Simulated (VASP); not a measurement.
# KF (Cmcm) in VASP: single point with r2SCAN+rVV10

Aim: the single point of KF with r2SCAN+rVV10.

All numbers are computed with VASP 6.6.1; they aren't measurements. Logs are shortened: lines on timing, memory, paths and dates and some standing lists are left out, and cuts for length are marked.

## Step 1: The cell of the first run

The structure is orthorhombic, space group Cmcm (No. 63). Conventional cell: a = 3.322 Å, b = 9.869 Å, c = 4.136 Å, α = 90.00°, β = 90.00°, γ = 90.00°. Within 3.4 Å of K (site symmetry m2m) lie 7 F at 2.60 to 2.87 Å and 4 K at 3.12 to 3.32 Å. F (site symmetry m2m) has 7 K at 2.60 to 2.87 Å and 4 F at 3.12 to 3.32 Å within 3.4 Å.

## Step 2: Single point, r2SCAN+rVV10

POSCAR

```
KF
1.0
    1.6609488103     -4.9346239315      0.0000000000
    1.6609488103      4.9346239315      0.0000000000
    0.0000000000      0.0000000000      4.1356787323
K F
2 2
Direct
    0.3815971007      0.6184028993      0.7500000000
    0.6184028993      0.3815971007      0.2500000000
    0.8813960563      0.1186039437      0.2500000000
    0.1186039437      0.8813960563      0.7500000000
```

INCAR.step1

```
PREC = Accurate
ENCUT = 520
ISMEAR = -1
SIGMA = 0.03
LREAL = F
LASPH = T
NELM = 80
NBANDS = 24
GGA = PE
ALGO = Normal
EDIFF = 1E-4
LWAVE = T
LCHARG = F
```

INCAR.step2

```
PREC = Accurate
ENCUT = 520
EDIFF = 1E-7
ISMEAR = -1
SIGMA = 0.03
LREAL = F
LASPH = T
NELM = 80
ALGO = Normal
ISIF = 2
LWAVE = F
LCHARG = F
METAGGA = R2SCAN
LMIXTAU = T
LUSE_VDW = T
IVDW_NL = 2
BPARAM = 11.95
CPARAM = 0.0093
NBANDS = 24
ISTART = 1
```

KPOINTS

```
Automatic mesh
0
Gamma
  10 10 8
```

Potentials or basis: VASP PAW PBE potentials, release 64 (K_sv, F).

Run with:

```bash
$ cat potpaw_PBE.64/K_sv/POTCAR potpaw_PBE.64/F/POTCAR > POTCAR
$ cp INCAR.step1 INCAR
$ mpirun -np 1 vasp_std > vasp.out
$ cp INCAR.step2 INCAR
$ mpirun -np 1 vasp_std > vasp.out
```

OUTCAR:

```text
PREC = Accurate
   ENCUT = 520
   EDIFF = 1E-7
   ISMEAR = -1
   LREAL = F
   LASPH = T
   NELM = 80
   ISIF = 2
   METAGGA = R2SCAN
   IVDW_NL = 2
   BPARAM = 11.95
   ISTART = 1

 ion  position               nearest neighbor table
   1  0.382  0.618  0.750-   4 2.60   3 2.65   3 2.65   3 2.65   3 2.65   2 3.12   2 3.12   2 3.71
                             2 3.71   2 3.71   2 3.71
   2  0.618  0.382  0.250-   3 2.60   4 2.65   4 2.65   4 2.65   4 2.65   1 3.12   1 3.12   1 3.71
                             1 3.71   1 3.71   1 3.71
   3  0.881  0.119  0.250-   2 2.60   1 2.65   1 2.65   1 2.65   1 2.65
   4  0.119  0.881  0.750-   1 2.60   2 2.65   2 2.65   2 2.65   2 2.65

  LATTYP: Found a base centered orthorhombic cell.
 ALAT       =     3.3218976206
 B/A-ratio  =     2.9709668961
 C/A-ratio  =     1.2449747718

  Lattice vectors:

 A1 = (   1.6609488103,  -4.9346239315,   0.0000000000)
 A2 = (   1.6609488103,   4.9346239315,   0.0000000000)
 A3 = (   0.0000000000,   0.0000000000,   4.1356787323)

Analysis of symmetry for initial positions (statically):
=====================================================================
 Subroutine PRICEL returns:
 Original cell was already a primitive cell.

 Routine SETGRP: Setting up the symmetry group for a
 base centered orthorhombic supercell.

 Subroutine GETGRP returns: Found  8 space group operations
 (whereof  4 operations were pure point group operations)
 out of a pool of  8 trial point group operations.

The static configuration has the point symmetry C_2h.
 The point group associated with its full space group is D_2h.

Analysis of symmetry for dynamics (positions and initial velocities):
=====================================================================
 Subroutine PRICEL returns:
 Original cell was already a primitive cell.

 Routine SETGRP: Setting up the symmetry group for a
 base centered orthorhombic supercell.

 Subroutine GETGRP returns: Found  8 space group operations
 (whereof  4 operations were pure point group operations)
 out of a pool of  8 trial point group operations.

The dynamic configuration has the point symmetry C_2h.
 The point group associated with its full space group is D_2h.

 Subroutine INISYM returns: Found  8 space group operations
 (whereof  4 operations are pure point group operations),
 and found     1 'primitive' translations

----------------------------------------------------------------------------------------

[... 95 lines left out ...]
   NELM   =     80;   NELMIN=  2; NELMDL=  0     # of ELM steps
   EDIFF  = 0.1E-06   stopping-criterion for ELM
   LREAL  =      F    real-space projection
   EDIFFG = 0.1E-05   stopping-criterion for IOM
   NSW    =      0    number of steps for IOM
   IBRION =     -1    ionic relax: 0-MD 1-quasi-New 2-CG
   NFREE  =      0    steps in history (QN), initial steepest desc. (CG)
   ISIF   =      2    stress and relaxation
   ISYM   =      2    0-nonsym 1-usesym 2-fastsym
   POTIM  = 0.5000    time-step for ionic-motion
   TEBEG  =    0.0;   TEEND  =   0.0 temperature during run
   PSTRESS=    0.0 pullay stress
   NELECT =      32.0000    total number of electrons
   NUPDOWN=      -1.0000    fix difference up-down
   EMIN   =  10.00;   EMAX   =-10.00  energy-range for DOS
   EFERMI =   0.00;   METHOD = LEGACY
   ISMEAR =    -1;   SIGMA  =   0.03  broadening in eV -4-tet -1-fermi 0-gaus
   EFERMI_NEDOS =   21; number of points for ismear=-14 and -15
   IALGO  =     38    algorithm
   IMIX   =      4    mixing-type and parameters
     AMIX     =   0.40;   BMIX     =  1.00
     AMIX_MAG =   1.60;   BMIX_MAG =  1.00
  volume/ion in A,a.u.               =      16.95       114.37
  Fermi-wavevector in a.u.,A,eV,Ry     =   1.274664  2.408766 22.106322  1.624769
  Thomas-Fermi vector in A             =   2.407420
   LORBIT       =      0    0 simple, 1 ext, 2 COOP (PROOUT), +10 PAW based schemes
   METAGGA = R2SCAN    functional components
   LHFCALC =     F    Hartree Fock is set to
   AEXX    =    0.0000 exact exchange contribution
   IVDW_NL    =     2    kernel type
   BPARAM     =11.9500
   IVDW    =     0    specifies the selected vdW correction
   LEPSILON=     F    determine dielectric tensor
   LRPA    =     F    only Hartree local field effects (RPA)
 non-spin polarized calculation
  energy-cutoff  :      520.00
  volume of cell :       67.79
 maximum number of plane-waves:      1843
   NGX = 19   NGY = 19   NGZ = 15

 number of electron      32.0000000 magnetization

 Free energy of the ion-electron system (eV)
  ---------------------------------------------------
  ext. energy  EPLUGINS =         0.00000000
  ---------------------------------------------------
  free energy    TOTEN  =       -28.70368392 eV

  energy without entropy =      -28.70368392  energy(sigma->0) =      -28.70368392

 E-fermi :  -2.0765     XC(G=0):  -9.6280

 val. band max:       -2.7210809536   @ k =   0.5000   0.5000   0.0000
 cond. band min:       4.4951649075   @ k =   0.0000   0.0000   0.0000
 fundamental gap:      7.2162458611
 Fermi energy:        -2.0764769944

 k-point     1 :       0.0000    0.0000    0.0000
  band No.  band energies     occupation
      1     -30.2186      2.00000
      2     -29.9683      2.00000
      3     -22.7033      2.00000
      4     -22.6632      2.00000
      5     -13.3932      2.00000
      6     -13.1279      2.00000
[... 637 lines left out ...]
     23      10.0643      0.00000
     24      10.5432      0.00000

 [... further k-points ...]

------------------------ aborting loop because EDIFF is reached ----------------------------------------

  FORCE on cell =-STRESS in cart. coord.  units (eV):
  Direction    XX          YY          ZZ          XY          YZ          ZX
  --------------------------------------------------------------------------------------
  -------------------------------------------------------------------------------------
  Total        0.0045600      0.0039439      0.0153156      0.0000000     -0.0000000      0.0000000
  in kB        0.1077681      0.0932075      0.3619568      0.0000000     -0.0000000      0.0000000
  external PRESSURE =       0.1876441 kB  Pullay stress =       0.0000000 kB

 VOLUME and BASIS-vectors are now :
 -----------------------------------------------------------------------------
  energy-cutoff  :      520.00
  volume of cell :       67.79
      direct lattice vectors                 reciprocal lattice vectors
     1.660948810 -4.934623932  0.000000000     0.301032757 -0.101324844  0.000000000
     1.660948810  4.934623932  0.000000000     0.301032757  0.101324844  0.000000000
     0.000000000  0.000000000  4.135678732     0.000000000  0.000000000  0.241798279

 POSITION                                       TOTAL-FORCE (eV/Angst)
 -----------------------------------------------------------------------------------
      1.66095      1.16855      3.10176         0.000000     -0.003283      0.000000
      1.66095     -1.16855      1.03392         0.000000      0.003283      0.000000
      1.66095     -3.76409      1.03392         0.000000     -0.007003     -0.000000
      1.66095      3.76409      3.10176         0.000000      0.007003      0.000000
 -----------------------------------------------------------------------------------
    total drift:                                0.000000      0.000000     -0.000000

  FREE ENERGIE OF THE ION-ELECTRON SYSTEM (eV)
  ---------------------------------------------------
  free  energy   TOTEN  =       -28.7036839163 eV

  energy  without entropy=      -28.7036839163  energy(sigma->0) =      -28.70368392
```

OUTCAR.step1:

```text
PREC = Accurate
   ENCUT = 520
   ISMEAR = -1
   LREAL = F
   LASPH = T
[... 880 lines left out ...]
      1.66095      1.16855      3.10176         0.000000      0.054807     -0.000000
      1.66095     -1.16855      1.03392         0.000000     -0.054807     -0.000000
      1.66095     -3.76409      1.03392         0.000000      0.021367      0.000000
      1.66095      3.76409      3.10176         0.000000     -0.021367      0.000000
 -----------------------------------------------------------------------------------
    total drift:                                0.000000      0.000000     -0.000000

  FREE ENERGIE OF THE ION-ELECTRON SYSTEM (eV)
  ---------------------------------------------------
  free  energy   TOTEN  =       -16.2206185052 eV

  energy  without entropy=      -16.2206185051  energy(sigma->0) =      -16.22061851
```

OSZICAR.step1:

```text
N       E                     dE             d eps       ncg     rms          rms(c)
DAV:   1     0.262522152619E+03    0.26252E+03   -0.16658E+04  7456   0.129E+03
DAV:   2    -0.361614603847E+01   -0.26614E+03   -0.25492E+03  9624   0.379E+02
DAV:   3    -0.177711674016E+02   -0.14155E+02   -0.14072E+02 11112   0.764E+01
DAV:   4    -0.186833242267E+02   -0.91216E+00   -0.91179E+00 10960   0.117E+01
DAV:   5    -0.186878097051E+02   -0.44855E-02   -0.44854E-02 10416   0.105E+00    0.883E+00
DAV:   6    -0.162945412020E+02    0.23933E+01   -0.78199E+00  8344   0.184E+01    0.578E+00
DAV:   7    -0.162467473106E+02    0.47794E-01   -0.41577E-01 10840   0.363E+00    0.354E+00
DAV:   8    -0.162197909783E+02    0.26956E-01   -0.12908E-01  8456   0.290E+00    0.450E-01
DAV:   9    -0.162202304825E+02   -0.43950E-03   -0.26504E-02 10208   0.987E-01    0.179E-01
DAV:  10    -0.162206442519E+02   -0.41377E-03   -0.43994E-03  9504   0.458E-01    0.126E-01
DAV:  11    -0.162206185052E+02    0.25747E-04   -0.19733E-04  8488   0.106E-01
   1 F= -.16220619E+02 E0= -.16220619E+02  d E =-.670472E-10
```

It took 18 min on 1 thread of Intel Xeon Platinum 8259CL at 2.50GHz (Skylake/Cascade Lake), shared host; peak memory 0.56 GiB.

What came out:

- Free energy: -28.7037 eV
- Pressure: 0.0 GPa
- Largest force: 0.007 eV/Å
- Band gap on the k mesh: 7.22 eV (least direct gap 7.25 eV)

Forces in eV/Å, atoms in the order of the input:
```
K    0.000 -0.003  0.000
K    0.000  0.003  0.000
F    0.000 -0.007  0.000
F    0.000  0.007  0.000
```

Levels at points of the mesh, in eV from the valence-band top:
```tsv
k point	band 12	band 13	band 14	band 15	band 16	band 17	band 18	band 19	band 20	band 21
(0.00, 0.00, 0.00)	-0.35	-0.05	-0.05	-0.04	-0.03	7.22	9.12	9.81	10.19	10.63
(0.50, 0.00, 0.00)	-0.91	-0.86	-0.71	-0.44	-0.08	10.00	10.25	11.36	11.97	12.30
(0.50, 0.50, 0.00)	-0.47	-0.33	-0.10	-0.03	0.00	8.82	8.95	10.15	10.70	11.67
(0.00, 0.00, 0.50)	-0.78	-0.25	-0.25	-0.23	-0.23	9.36	9.36	11.10	11.10	11.88
(0.50, 0.00, 0.50)	-0.53	-0.43	-0.43	-0.10	-0.10	9.51	9.51	10.91	10.91	12.76
(0.50, 0.50, 0.50)	-1.10	-0.26	-0.26	-0.19	-0.19	9.83	9.83	11.03	11.03	12.19
```

Caveat: the PAW data sets were made with another functional, which shifts forces and pressure a little. A k mesh can miss the band edges.
